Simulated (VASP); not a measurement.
Here is a VASP 6.6.1 calculation.

File INCAR:

```
SYSTEM = Fe2Co3
  PREC = Accurate
  ENCUT = 520
  EDIFF = 1E-7
  ISMEAR = 0
  SIGMA = 0.1
  LREAL = .False.
  LASPH = .True.
  NELM = 150
  ALGO = Fast
  ISIF = 2
  LWAVE = .False.
  LCHARG = .False.
  ISPIN = 2
  MAGMOM = 4 4 3 3 3
  LORBIT = 11
  LMAXMIX = 4
  GGA = PE
  NBANDS = 34
```

File KPOINTS:

```
Automatic mesh
0
Gamma
  6 6 6
  0 0 0
```

File POSCAR:

```
Fe2Co3
1.0
    2.0063851920      1.1583870307      4.0800201174
   -2.0063851920      1.1583870307      4.0800201174
    0.0000000000     -2.3167740614      4.0800201174
Fe Co
2 3
Direct
    0.7003986905      0.7003986905      0.7003986905
    0.2996013095      0.2996013095      0.2996013095
    0.8991389245      0.8991389245      0.8991389245
    0.5000000000      0.5000000000      0.5000000000
    0.1008610755      0.1008610755      0.1008610755
```

Potentials or basis: VASP PAW PBE potentials, release 64 (Fe, Co).

The run is started by

```console
$ cat potpaw_PBE.64/Fe/POTCAR potpaw_PBE.64/Co/POTCAR > POTCAR
$ mpirun -np 1 vasp_std > vasp.out
```

(1) Predict the net moment.

(2) What does it give for the largest force?

(3) Predict the site moments.

Answers

(1) 10.55 μB per cell.

(2) 0.021 eV/Å.

(3) Fe +2.61; Co +1.78, +1.82 (each value once) μB.
